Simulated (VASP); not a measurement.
# SbAsN2 (P6/mmm) in VASP: single point with PBE

Aim: the single point of SbAsN2 with PBE.

All numbers are computed with VASP 6.6.1; they aren't measurements. Logs are shortened: lines on timing, memory, paths and dates and some standing lists are left out, and cuts for length are marked.

## (1) The cell of the first run

It takes space group P6/mmm (No. 191, hexagonal). The conventional cell has a = 4.404 Å, b = 4.404 Å, c = 4.869 Å, α = 90.00°, β = 90.00°, γ = 120.00°. Within 3.2 Å of Sb (site symmetry 6/mmm) lie 2 As at 2.43 Å. As (site symmetry 6/mmm) has 2 Sb at 2.43 Å and 6 N at 2.54 Å within 3.2 Å. Within 3.4 Å of N (site symmetry -6m2) lie 3 As at 2.54 Å and 3 N at 2.54 Å.

## (2) Single point, PBE

File INCAR:

```
ALGO = Normal
EDIFF = 1E-6
ENCUT = 520
GGA = PE
ISIF = 2
ISMEAR = 0
LASPH = T
LCHARG = F
LREAL = F
LWAVE = F
NBANDS = 18
NELM = 60
PREC = Accurate
SIGMA = 0.1
```

File KPOINTS:

```
k-points
0
Gamma
  6 6 4
```

File POSCAR:

```
SbAsN2
1.0
    4.4041677400      0.0000000000      0.0000000000
   -2.2020838700      3.8141211500      0.0000000000
    0.0000000000      0.0000000000      4.8687110700
Sb As N
1 1 2
Direct
    0.0000000000      0.0000000000      0.0000000000
    0.0000000000      0.0000000000      0.5000000000
    0.3333333300      0.6666666700      0.5000000000
    0.6666666700      0.3333333300      0.5000000000
```

Potentials or basis: VASP PAW PBE potentials, release 64 (Sb, As, N).

On the command line:

```sh
$ cat potpaw_PBE.64/Sb/POTCAR potpaw_PBE.64/As/POTCAR potpaw_PBE.64/N/POTCAR > POTCAR
$ mpirun -np 1 vasp_std > vasp.out
```

OUTCAR:

```text
EDIFF = 1E-6
   ENCUT = 520
   GGA = PE
   ISIF = 2
   ISMEAR = 0
   LASPH = T
   LREAL = F
   NELM = 60
   PREC = Accurate

 ion  position               nearest neighbor table
   1  0.000  0.000  0.000-   2 2.43   2 2.43
   2  0.000  0.000  0.500-   1 2.43   1 2.43
   3  0.333  0.667  0.500-
   4  0.667  0.333  0.500-

  LATTYP: Found a hexagonal cell.
 ALAT       =     4.4041677400
 C/A-ratio  =     1.1054781192

  Lattice vectors:

 A1 = (   4.4041677400,   0.0000000000,   0.0000000000)
 A2 = (  -2.2020838700,   3.8141211500,   0.0000000000)
 A3 = (   0.0000000000,   0.0000000000,   4.8687110700)

Analysis of symmetry for initial positions (statically):
=====================================================================
 Subroutine PRICEL returns:
 Original cell was already a primitive cell.

 Routine SETGRP: Setting up the symmetry group for a
 hexagonal supercell.

 Subroutine GETGRP returns: Found 24 space group operations
 (whereof 24 operations were pure point group operations)
 out of a pool of 24 trial point group operations.

The static configuration has the point symmetry D_6h.

Analysis of symmetry for dynamics (positions and initial velocities):
=====================================================================
 Subroutine PRICEL returns:
 Original cell was already a primitive cell.

 Routine SETGRP: Setting up the symmetry group for a
 hexagonal supercell.

 Subroutine GETGRP returns: Found 24 space group operations
 (whereof 24 operations were pure point group operations)
 out of a pool of 24 trial point group operations.

The dynamic configuration has the point symmetry D_6h.

 Subroutine INISYM returns: Found 24 space group operations
 (whereof 24 operations are pure point group operations),
 and found     1 'primitive' translations

----------------------------------------------------------------------------------------

                                     Primitive cell

  volume of cell :      81.7848

  direct lattice vectors                    reciprocal lattice vectors
     4.404167740  0.000000000  0.000000000     0.227057655  0.131091798  0.000000000
    -2.202083870  3.814121150  0.000000000     0.000000000  0.262183596  0.000000000
     0.000000000  0.000000000  4.868711070     0.000000000  0.000000000  0.205393170

  length of vectors
     4.404167740  4.404167744  4.868711070     0.262183597  0.262183596  0.205393170

  position of ions in fractional coordinates (direct lattice)
     0.000000000  0.000000000  0.000000000
     0.000000000  0.000000000  0.500000000
     0.333333330  0.666666670  0.500000000
     0.666666670  0.333333330  0.500000000

  ion indices of the primitive-cell ions
   primitive index   ion index
                 1           1
                 2           2
                 3           3
                 4           4

----------------------------------------------------------------------------------------

 KPOINTS: k-points

Automatic generation of k-mesh.
 Grid dimensions read from file:
 generate k-points for:    6    6    4

 Generating k-lattice:

  Cartesian coordinates                     Fractional coordinates (reciprocal lattice)
     0.037842943  0.021848633  0.000000000     0.166666667 -0.000000000  0.000000000
     0.000000000  0.043697266  0.000000000     0.000000000  0.166666667  0.000000000
     0.000000000  0.000000000  0.051348292     0.000000000  0.000000000  0.250000000

  Length of vectors
     0.043697266  0.043697266  0.051348292

  Shift w.r.t. Gamma in fractional coordinates (k-lattice)
     0.000000000  0.000000000  0.000000000

 Subroutine IBZKPT returns following result:
 ===========================================

 Found     21 irreducible k-points:

 Following reciprocal coordinates:
            Coordinates               Weight
  0.000000  0.000000  0.000000      1.000000
  0.166667  0.000000  0.000000      6.000000
  0.333333  0.000000  0.000000      6.000000
  0.500000  0.000000  0.000000      3.000000
  0.166667  0.166667  0.000000      6.000000
  0.333333  0.166667  0.000000     12.000000
[... 13 lines left out ...]
  0.333333  0.166667  0.500000     12.000000
  0.333333  0.333333  0.500000      2.000000
   k-points           NKPTS =     21   k-points in BZ     NKDIM =     21   number of bands    NBANDS=     18
   number of dos      NEDOS =    301   number of ions     NIONS =      4
   total plane-waves  NPLWV =  46656
   dimension x,y,z NGX =    36 NGY =   36 NGZ =   36
   dimension x,y,z NGXF=    72 NGYF=   72 NGZF=   72
   ions per type =               1   1   2
   NGX,Y,Z   is equivalent  to a cutoff of  13.59, 13.59, 12.29 a.u.
   NGXF,Y,Z  is equivalent  to a cutoff of  27.18, 27.18, 24.58 a.u.
 SYSTEM =  unknown system
   PREC   = accura    normal or accurate (medium, high low for compatibility)
   ISTART =      0    job   : 0-new  1-cont  2-samecut
   ICHARG =      2    charge: 1-file 2-atom 10-const
   ISPIN  =      1    spin polarized calculation?
   LNONCOLLINEAR =      F non collinear calculations
   LSORBIT =      F    spin-orbit coupling
   LASPH  =      T    aspherical Exc in radial PAW
   ENCUT  =  520.0 eV  38.22 Ry    6.18 a.u.   8.19  8.19  9.05*2*pi/ulx,y,z
   NELM   =     60;   NELMIN=  2; NELMDL= -5     # of ELM steps
   EDIFF  = 0.1E-05   stopping-criterion for ELM
   LREAL  =      F    real-space projection
   EDIFFG = 0.1E-04   stopping-criterion for IOM
   NSW    =      0    number of steps for IOM
   IBRION =     -1    ionic relax: 0-MD 1-quasi-New 2-CG
   NFREE  =      0    steps in history (QN), initial steepest desc. (CG)
   ISIF   =      2    stress and relaxation
   ISYM   =      2    0-nonsym 1-usesym 2-fastsym
   POTIM  = 0.5000    time-step for ionic-motion
   TEBEG  =    0.0;   TEEND  =   0.0 temperature during run
   PSTRESS=    0.0 pullay stress
   NELECT =      20.0000    total number of electrons
   NUPDOWN=      -1.0000    fix difference up-down
   EMIN   =  10.00;   EMAX   =-10.00  energy-range for DOS
   EFERMI =   0.00;   METHOD = LEGACY
   ISMEAR =     0;   SIGMA  =   0.10  broadening in eV -4-tet -1-fermi 0-gaus
   EFERMI_NEDOS =   21; number of points for ismear=-14 and -15
   IALGO  =     38    algorithm
   IMIX   =      4    mixing-type and parameters
     AMIX     =   0.40;   BMIX     =  1.00
     AMIX_MAG =   1.60;   BMIX_MAG =  1.00
  volume/ion in A,a.u.               =      20.45       137.98
  Fermi-wavevector in a.u.,A,eV,Ry     =   1.023750  1.934608 14.259786  1.048065
  Thomas-Fermi vector in A             =   2.157501
   LORBIT       =      0    0 simple, 1 ext, 2 COOP (PROOUT), +10 PAW based schemes
   GGA     = PE    functional components
   LHFCALC =     F    Hartree Fock is set to
   AEXX    =    0.0000 exact exchange contribution
   IVDW    =     0    specifies the selected vdW correction
   LEPSILON=     F    determine dielectric tensor
   LRPA    =     F    only Hartree local field effects (RPA)
 non-spin polarized calculation
 Gauss-broadening in eV      SIGMA  =   0.10
  energy-cutoff  :      520.00
  volume of cell :       81.78
 maximum number of plane-waves:      2224
 NGX is ok and might be reduce to    36
   NGX = 17   NGY = 17   NGZ = 19

 number of electron      20.0000000 magnetization

 Free energy of the ion-electron system (eV)
  ---------------------------------------------------
  ext. energy  EPLUGINS =         0.00000000
  ---------------------------------------------------
  free energy    TOTEN  =       -15.10741252 eV

  energy without entropy =      -15.08806944  energy(sigma->0) =      -15.09774098

 E-fermi :   3.5253     XC(G=0):  -9.3500

 val. band max:        3.4937268351   @ k =   0.5000   0.0000   0.0000
 cond. band min:       3.5283483679   @ k =   0.1667   0.0000   0.2500
 fundamental gap:      0.0346215328
 Fermi energy:         3.5253396249

 k-point     1 :       0.0000    0.0000    0.0000
  band No.  band energies     occupation
      1     -11.4118      2.00000
      2      -7.5855      2.00000
      3      -7.1454      2.00000
      4      -2.5030      2.00000
      5      -2.3982      2.00000
      6       0.3276      2.00000
[... 10 lines left out ...]
     17      11.6030      0.00000
     18      11.6030      0.00000

 k-point     2 :       0.1667    0.0000    0.0000
  band No.  band energies     occupation
      1     -11.1995      2.00000
      2      -7.7898      2.00000
      3      -7.3770      2.00000
      4      -2.5888      2.00000
      5      -2.3880      2.00000
      6      -0.4683      2.00000
[... 10 lines left out ...]
     17      11.2942      0.00000
     18      11.4195      0.00000

 k-point     3 :       0.3333    0.0000    0.0000
  band No.  band energies     occupation
      1     -10.5821      2.00000
      2      -8.5415      2.00000
      3      -7.7336      2.00000
      4      -2.6845      2.00000
      5      -2.1289      2.00000
      6      -1.1248      2.00000
[... 10 lines left out ...]
     17      10.8382      0.00000
     18      11.3625      0.00000

 k-point     4 :       0.5000    0.0000    0.0000
  band No.  band energies     occupation
      1      -9.6874      2.00000
      2      -9.5710      2.00000
      3      -7.8507      2.00000
      4      -2.6217      2.00000
      5      -1.9800      2.00000
      6      -1.3514      2.00000
[... 10 lines left out ...]
     17      10.6557      0.00000
     18      11.4188      0.00000

 k-point     5 :       0.1667    0.1667    0.0000
  band No.  band energies     occupation
      1     -10.7844      2.00000
      2      -8.1294      2.00000
      3      -7.8395      2.00000
      4      -2.7385      2.00000
      5      -2.1987      2.00000
      6      -0.5033      2.00000
[... 10 lines left out ...]
     17      11.0663      0.00000
     18      11.2684      0.00000

 k-point     6 :       0.3333    0.1667    0.0000
  band No.  band energies     occupation
      1      -9.9988      2.00000
      2      -8.9681      2.00000
      3      -8.2137      2.00000
      4      -2.7184      2.00000
      5      -1.9841      2.00000
      6      -0.6545      2.00000
[... 10 lines left out ...]
     17      10.8761      0.00000
     18      11.3094      0.00000

 k-point     7 :       0.3333    0.3333    0.0000
  band No.  band energies     occupation
      1      -9.1307      2.00000
      2      -9.1256      2.00000
      3      -9.1256      2.00000
      4      -2.7210      2.00000
      5      -1.9093      2.00000
      6       0.3619      2.00000
[... 10 lines left out ...]
     17      11.1353      0.00000
     18      12.2930      0.00000

 k-point     8 :       0.0000    0.0000    0.2500
  band No.  band energies     occupation
      1     -11.2987      2.00000
      2      -7.5823      2.00000
      3      -7.0937      2.00000
      4      -4.9181      2.00000
      5       0.5484      2.00000
      6       0.5484      2.00000
[... 10 lines left out ...]
     17      11.3162      0.00000
     18      11.6121      0.00000
[... 166 lines left out ...]
     17      11.0946      0.00000
     18      11.9272      0.00000

 k-point    17 :       0.3333    0.0000    0.5000
  band No.  band energies     occupation
      1     -10.3490      2.00000
      2      -8.3939      2.00000
      3      -7.0427      2.00000
      4      -6.6636      2.00000
      5      -0.8333      2.00000
      6       0.7503      2.00000
[... 10 lines left out ...]
     17      10.7456      0.00000
     18      13.5714      0.00000

 k-point    18 :       0.5000    0.0000    0.5000
  band No.  band energies     occupation
      1      -9.5355      2.00000
      2      -9.2713      2.00000
      3      -7.3065      2.00000
      4      -6.5436      2.00000
      5      -1.0608      2.00000
      6       0.3243      2.00000
[... 10 lines left out ...]
     17      10.6070      0.00000
     18      13.3744      0.00000

 k-point    19 :       0.1667    0.1667    0.5000
  band No.  band energies     occupation
      1     -10.5491      2.00000
      2      -8.1175      2.00000
      3      -6.9806      2.00000
      4      -6.7208      2.00000
      5      -0.1476      2.00000
      6       0.1765      2.00000
[... 10 lines left out ...]
     17      11.3795      0.00000
     18      11.7025      0.00000

 k-point    20 :       0.3333    0.1667    0.5000
  band No.  band energies     occupation
      1      -9.7836      2.00000
      2      -8.7905      2.00000
      3      -7.6335      2.00000
      4      -6.5455      2.00000
      5      -0.3644      2.00000
      6       0.5673      2.00000
[... 10 lines left out ...]
     17      11.1887      0.00000
     18      13.0785      0.00000

 k-point    21 :       0.3333    0.3333    0.5000
  band No.  band energies     occupation
      1      -9.0975      2.00000
      2      -9.0975      2.00000
      3      -8.2623      2.00000
      4      -6.4848      2.00000
      5       0.9468      2.00000
      6       0.9468      2.00000
[... 10 lines left out ...]
     17      12.5490      0.00000
     18      12.5490      0.00000

------------------------ aborting loop because EDIFF is reached ----------------------------------------

  FORCE on cell =-STRESS in cart. coord.  units (eV):
  Direction    XX          YY          ZZ          XY          YZ          ZX
  --------------------------------------------------------------------------------------
  -------------------------------------------------------------------------------------
  Total       -8.3682026     -8.3682027     10.5704984      0.0000000      0.0000000      0.0000000
  in kB     -163.9345276   -163.9345280    207.0778792      0.0000000      0.0000000      0.0000000
  external PRESSURE =     -40.2637254 kB  Pullay stress =       0.0000000 kB

 VOLUME and BASIS-vectors are now :
 -----------------------------------------------------------------------------
  energy-cutoff  :      520.00
  volume of cell :       81.78
      direct lattice vectors                 reciprocal lattice vectors
     4.404167740  0.000000000  0.000000000     0.227057655  0.131091798  0.000000000
    -2.202083870  3.814121150  0.000000000     0.000000000  0.262183596  0.000000000
     0.000000000  0.000000000  4.868711070     0.000000000  0.000000000  0.205393170

 POSITION                                       TOTAL-FORCE (eV/Angst)
 -----------------------------------------------------------------------------------
      0.00000      0.00000      0.00000        -0.000000      0.000000      0.000000
      0.00000      0.00000      2.43436         0.000000      0.000000      0.000000
     -0.00000      2.54275      2.43436         0.000000      0.000000      0.000000
      2.20208      1.27137      2.43436        -0.000000      0.000000     -0.000000
 -----------------------------------------------------------------------------------
    total drift:                               -0.000000      0.000000      0.000000

  FREE ENERGIE OF THE ION-ELECTRON SYSTEM (eV)
  ---------------------------------------------------
  free  energy   TOTEN  =       -15.1074125214 eV

  energy  without entropy=      -15.0880694383  energy(sigma->0) =      -15.09774098
```

Wall time 31 s (1 thread of AMD EPYC 7R13 (Zen 3), shared host); peak memory 0.19 GiB.

Results:

* Free energy: -15.1074 eV
* Pressure: -4.0 GPa
* Band gap on the k mesh: zero (band 10 reaches 4.37 eV, above the bottom of band 11 at 3.31 eV)

Levels at points of the mesh, in eV from the Fermi level:
| k point | band 7 | band 8 | band 9 | band 10 | band 11 | band 12 | band 13 | band 14 |
| --- | --- | --- | --- | --- | --- | --- | --- | --- |
| (0.00, 0.00, 0.00) | -3.20 | -2.60 | -2.60 | -0.65 | 0.24 | 1.46 | 1.46 | 4.93 |
| (0.50, 0.00, 0.00) | -2.35 | -1.40 | -0.39 | -0.36 | -0.03 | 0.50 | 0.71 | 3.21 |
| (0.00, 0.00, 0.50) | -2.57 | -2.57 | -1.35 | 0.13 | 0.42 | 0.42 | 1.76 | 2.65 |
| (0.50, 0.00, 0.50) | -0.97 | -0.81 | -0.66 | -0.21 | 0.72 | 0.92 | 2.30 | 2.51 |

Caveat: spin-orbit coupling is left out, which moves the levels of the heavy elements.
